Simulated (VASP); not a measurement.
# Mn (Fd-3m) in VASP: single point with LDA

Aim: the single point of Mn with LDA.

Everything below comes from runs of VASP 6.6.1. Logs are shortened: lines on timing, memory, paths and dates and some standing lists are left out, and cuts for length are marked.

## Step 1: The cell of the first run

The structure is cubic, space group Fd-3m (No. 227). Conventional cell: a = 4.829 Å, b = 4.829 Å, c = 4.829 Å, α = 90.00°, β = 90.00°, γ = 90.00°. Within 2.8 Å of Mn (site symmetry -43m) lie 4 Mn at 2.09 Å.

## Step 2: Single point, LDA, collinear spin, ferromagnetic start

Contents of INCAR:

```
PREC     = Accurate       # precision mode
ENCUT    = 520            # plane-wave cutoff, eV
EDIFF    = 1E-6           # SCF threshold, eV
ISMEAR   = -1             # smearing method
SIGMA    = 0.08           # smearing width, eV
LREAL    = False          # projectors in reciprocal space
LASPH    = True           # aspherical terms in the spheres
NELM     = 150            # most SCF steps
ALGO     = Normal         # electronic algorithm
ISIF     = 2              # what is computed and relaxed
LWAVE    = False          # write WAVECAR
LCHARG   = False          # write CHGCAR
ISPIN    = 2              # spin polarisation
MAGMOM   = 3 3            # initial moments
LORBIT   = 11             # projections on sites
LMAXMIX  = 4              # l up to which the mixer works
NBANDS   = 24             # bands
```

Contents of KPOINTS:

```
Automatic mesh
0
Gamma
  14 14 14
```

Contents of POSCAR:

```
Mn
1.0
    0.0000000000      2.4146549642      2.4146549642
    2.4146549642      0.0000000000      2.4146549642
    2.4146549642      2.4146549642      0.0000000000
Mn
2
Direct
   -0.1250000000     -0.1250000000     -0.1250000000
    0.1250000000      0.1250000000      0.1250000000
```

Potentials or basis: VASP PAW LDA potentials, release 64 (Mn_pv).

The run is started by

```bash
$ cat potpaw_LDA.64/Mn_pv/POTCAR > POTCAR
$ mpirun -np 1 vasp_std > vasp.out
```

OUTCAR:

```text
PREC = Accurate
   ENCUT = 520
   EDIFF = 1E-6
   ISMEAR = -1
   LREAL = False
   LASPH = True
   NELM = 150
   ISIF = 2
   ISPIN = 2
   LORBIT = 11

 ion  position               nearest neighbor table
   1  0.875  0.875  0.875-   2 2.09   2 2.09   2 2.09   2 2.09
   2  0.125  0.125  0.125-   1 2.09   1 2.09   1 2.09   1 2.09

  LATTYP: Found a face centered cubic cell.
 ALAT       =     4.8293099284

  Lattice vectors:

 A1 = (   0.0000000000,   2.4146549642,   2.4146549642)
 A2 = (   2.4146549642,   0.0000000000,   2.4146549642)
 A3 = (   2.4146549642,   2.4146549642,   0.0000000000)

Analysis of symmetry for initial positions (statically):
=====================================================================
 Subroutine PRICEL returns:
 Original cell was already a primitive cell.

 Routine SETGRP: Setting up the symmetry group for a
 face centered cubic supercell.

 Subroutine GETGRP returns: Found 48 space group operations
 (whereof 12 operations were pure point group operations)
 out of a pool of 48 trial point group operations.

The static configuration has the point symmetry D_3d.
 The point group associated with its full space group is O_h .

Analysis of symmetry for dynamics (positions and initial velocities):
=====================================================================
 Subroutine PRICEL returns:
 Original cell was already a primitive cell.

 Routine SETGRP: Setting up the symmetry group for a
 face centered cubic supercell.

 Subroutine GETGRP returns: Found 48 space group operations
 (whereof 12 operations were pure point group operations)
 out of a pool of 48 trial point group operations.

The dynamic configuration has the point symmetry D_3d.
 The point group associated with its full space group is O_h .

Analysis of structural, dynamic, and magnetic symmetry:
=====================================================================
 Subroutine PRICEL returns:
 Original cell was already a primitive cell.

 Routine SETGRP: Setting up the symmetry group for a
 face centered cubic supercell.

 Subroutine GETGRP returns: Found 48 space group operations
 (whereof 12 operations were pure point group operations)
 out of a pool of 48 trial point group operations.

The overall configuration has the point symmetry D_3d.
 The point group associated with its full space group is O_h .

 Subroutine INISYM returns: Found 48 space group operations
 (whereof 12 operations are pure point group operations),
 and found     1 'primitive' translations

[... 111 lines left out ...]
   IALGO  =     38    algorithm
   IMIX   =      4    mixing-type and parameters
     AMIX     =   0.40;   BMIX     =  1.00
     AMIX_MAG =   1.60;   BMIX_MAG =  1.00
  volume/ion in A,a.u.               =      14.08        95.01
  Fermi-wavevector in a.u.,A,eV,Ry     =   1.594168  3.012541 34.577478  2.541373
  Thomas-Fermi vector in A             =   2.692285
   LORBIT       =     11    0 simple, 1 ext, 2 COOP (PROOUT), +10 PAW based schemes
   GGA     = CA    functional components
   LHFCALC =     F    Hartree Fock is set to
   AEXX    =    0.0000 exact exchange contribution
   IVDW    =     0    specifies the selected vdW correction
   LEPSILON=     F    determine dielectric tensor
   LRPA    =     F    only Hartree local field effects (RPA)
 spin polarized calculation
  energy-cutoff  :      520.00
  volume of cell :       28.16
 maximum number of plane-waves:       769
 NGX is ok and might be reduce to    28
   NGX = 13   NGY = 13   NGZ = 13

 number of electron      26.0000024 magnetization       0.0000572

 number of electron      26.0000024 magnetization      -0.0000880

 Free energy of the ion-electron system (eV)
  ---------------------------------------------------
  ext. energy  EPLUGINS =         0.00000000
  ---------------------------------------------------
  free energy    TOTEN  =       -17.36903570 eV

  energy without entropy =      -17.32887051  energy(sigma->0) =      -17.34895311

 E-fermi :   6.6410     XC(G=0): -12.4215

 val. band max:        6.6226614087   @ k =  -0.4286   0.4286   0.0000
 cond. band min:       6.6503160143   @ k =  -0.3571   0.4286   0.1429
 fundamental gap:      0.0276546056
 Fermi energy:         6.6409948174

 spin component 1

 k-point     1 :       0.0000    0.0000    0.0000
  band No.  band energies     occupation
      1     -40.9373      1.00000
      2     -40.9373      1.00000
      3     -40.9373      1.00000
      4     -40.0479      1.00000
      5     -40.0479      1.00000
      6     -40.0479      1.00000
[... 637 lines left out ...]
     23      24.6702      0.00000
     24      25.5711      0.00000

 [... further k-points ...]

 spin component 2

 k-point     1 :       0.0000    0.0000    0.0000
  band No.  band energies     occupation
      1     -40.9373      1.00000
      2     -40.9373      1.00000
      3     -40.9373      1.00000
      4     -40.0479      1.00000
      5     -40.0479      1.00000
      6     -40.0479      1.00000
[... 637 lines left out ...]
     23      24.6702      0.00000
     24      25.5711      0.00000

 [... further k-points ...]
[... 5 lines left out ...]
  --------------------------------------------------------------------------------------
  -------------------------------------------------------------------------------------
  Total        0.2099000      0.2099000      0.2099000     -0.0000000     -0.0000000     -0.0000000
  in kB       11.9433943     11.9433943     11.9433943     -0.0000000     -0.0000000     -0.0000000
  external PRESSURE =      11.9433943 kB  Pullay stress =       0.0000000 kB

 VOLUME and BASIS-vectors are now :
 -----------------------------------------------------------------------------
  energy-cutoff  :      520.00
  volume of cell :       28.16
      direct lattice vectors                 reciprocal lattice vectors
     0.000000000  2.414654964  2.414654964    -0.207068922  0.207068922  0.207068922
     2.414654964  0.000000000  2.414654964     0.207068922 -0.207068922  0.207068922
     2.414654964  2.414654964  0.000000000     0.207068922  0.207068922 -0.207068922

 POSITION                                       TOTAL-FORCE (eV/Angst)
 -----------------------------------------------------------------------------------
      4.22565      4.22565      4.22565         0.000000      0.000000      0.000000
      0.60366      0.60366      0.60366        -0.000000     -0.000000     -0.000000
 -----------------------------------------------------------------------------------
    total drift:                                0.000000     -0.000000     -0.000000

  FREE ENERGIE OF THE ION-ELECTRON SYSTEM (eV)
  ---------------------------------------------------
  free  energy   TOTEN  =       -17.3690357036 eV

  energy  without entropy=      -17.3288705138  energy(sigma->0) =      -17.34895311

 total charge

# of ion       s       p       d       tot
------------------------------------------
    1        0.506   6.282   5.403  12.192
    2        0.506   6.282   5.403  12.192
--------------------------------------------------
tot          1.013  12.563  10.807  24.383

 magnetization (x)

# of ion       s       p       d       tot
------------------------------------------
    1       -0.000  -0.000  -0.000  -0.000
    2       -0.000  -0.000  -0.000  -0.000
--------------------------------------------------
tot         -0.000  -0.000  -0.000  -0.000
```

OSZICAR:

```text
N       E                     dE             d eps       ncg     rms          rms(c)
DAV:   1     0.268045584647E+03    0.26805E+03   -0.15207E+04 10000   0.146E+03
DAV:   2    -0.554939230262E+01   -0.27359E+03   -0.26119E+03 10152   0.398E+02
DAV:   3    -0.164879284995E+02   -0.10939E+02   -0.10888E+02 11624   0.934E+01
DAV:   4    -0.166022213995E+02   -0.11429E+00   -0.11428E+00 11224   0.925E+00
DAV:   5    -0.166044859451E+02   -0.22645E-02   -0.22645E-02 11664   0.131E+00    0.212E+01
DAV:   6    -0.172854908139E+02   -0.68100E+00   -0.56718E+00 11504   0.263E+01    0.513E+00
DAV:   7    -0.173904778406E+02   -0.10499E+00   -0.32688E-01 11168   0.622E+00    0.291E+00
DAV:   8    -0.173787058561E+02    0.11772E-01   -0.19808E-02 11336   0.139E+00    0.114E+00
DAV:   9    -0.173699690876E+02    0.87368E-02   -0.36417E-03 11224   0.495E-01    0.468E-01
DAV:  10    -0.173690311645E+02    0.93792E-03   -0.11119E-03 11456   0.322E-01    0.803E-02
DAV:  11    -0.173690323756E+02   -0.12111E-05   -0.10517E-04 11224   0.105E-01    0.181E-02
DAV:  12    -0.173690346253E+02   -0.22497E-05   -0.34180E-06 11264   0.177E-02    0.100E-02
DAV:  13    -0.173690356310E+02   -0.10057E-05   -0.84017E-07  6040   0.104E-02    0.263E-03
DAV:  14    -0.173690357036E+02   -0.72650E-07   -0.82376E-08  5352   0.313E-03
   1 F= -.17369036E+02 E0= -.17348953E+02  d E =-.401652E-01  mag=    -0.0000
```

stdout:

```text
POSCAR found type information on POSCAR Mn
 POSCAR found :  1 types and       2 ions
 scaLAPACK will be used
 LDA part: xc-table for (Slater(with rela. corr.)+CA(PZ))
 , standard interpolation
 POSCAR, INCAR and KPOINTS ok, starting setup
 FFT: planning ... GRIDC
 FFT: planning ... GRID_SOFT
 FFT: planning ... GRID
 WAVECAR not read
 entering main loop
```

Run time: 4.4 min. Hardware: 1 thread of Intel Xeon 6975P-C, shared host; peak memory 0.21 GiB.

What came out:

- Free energy: -17.3690 eV
- Pressure: 1.2 GPa
- Band gap on the k mesh: zero (filled and empty bands overlap)
- Net moment: 0.00 μB per cell
- Valence electrons inside the program's atomic spheres: Mn 12.19

Caveat: the starting moments collapsed, and a magnetic state may lie lower.
